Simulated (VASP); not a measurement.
A run of VASP 6.6.1 is set up as follows.

File INCAR:

```
PREC = Accurate ; ENCUT = 520
EDIFF = 1E-6 ; ISMEAR = 0
SIGMA = 0.05 ; LREAL = F
LASPH = T ; NELM = 80
ALGO = Normal ; ISIF = 2
LWAVE = F ; LCHARG = T
GGA = PS ; LELF = T
LVHAR = T ; NBANDS = 15
```

The input KPOINTS:

```
regular mesh
0
Gamma
  10 10 10
```

Contents of POSCAR:

```
AsAu
1.0
    0.0000000000      2.8296741802      2.8296741802
    2.8296741802      0.0000000000      2.8296741802
    2.8296741802      2.8296741802      0.0000000000
Au As
1 1
Direct
    0.0000000000      0.0000000000      0.0000000000
    0.2500000000      0.2500000000      0.2500000000
```

Potentials or basis: VASP PAW PBE potentials, release 64 (Au, As).

Run with:

```console
$ cat potpaw_PBE.64/Au/POTCAR potpaw_PBE.64/As/POTCAR > POTCAR
$ mpirun -np 1 vasp_std > vasp.out
```

Question: What does it give for the band gap on the k mesh?

Answer: Zero (band 8 reaches 8.07 eV, above the bottom of band 9 at 3.79 eV).

Question: Predict the pressure.

Answer: 4.0 GPa.

Caveat: the PAW data sets were made with another functional, which shifts forces and pressure a little; spin-orbit coupling is left out, which moves the levels of the heavy elements.
